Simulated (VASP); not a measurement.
The system is Ta.

```xyz
2
Lattice="2.8571 0.0000 0.0000 -1.4285 2.4743 0.0000 0.0000 0.0000 5.0870" Properties=species:S:1:pos:R:3 pbc="T T T"
Ta    1.4285    0.8248    3.8153
Ta    0.0000    1.6495    1.2718
```

Base run:

- Program: VASP 6.6.1
- Functional: BLYP
- Dispersion: D3(BJ)
- Potentials or basis: VASP PAW PBE potentials, release 64 (Ta_sv_GW)
- Cutoff: 500 eV
- k mesh: 11 × 11 × 6
- Occupations: fermi-dirac, width 0.15 eV
- Spin: no spin polarisation

Its results: band gap on the k mesh zero (band 13 reaches 13.26 eV, above the bottom of band 14 at 10.70 eV); pressure -0.4 GPa.

Task: The run is repeated on the same cell with these changes: potentials or basis from VASP PAW PBE potentials, release 64 (Ta_sv_GW) to VASP PAW PBE potentials, release 64 (Ta_pv); cutoff from 500 eV to 520 eV; further incar settings from ALGO = Normal; EDIFF = 1e-06; NBANDS = 20 to ALGO = Normal; EDIFF = 1e-06; NBANDS = 18; valence electrons from 26 to 22. What comes out?

Result: Band gap on the k mesh zero (band 11 reaches 8.22 eV, above the bottom of band 12 at 5.68 eV); pressure 1.1 GPa.

Caveats: the PAW data sets were made with another functional, which shifts forces and pressure a little; spin-orbit coupling is left out, which moves the levels of the heavy elements; pairwise dispersion overbinds metals, which lowers pressure and volume.
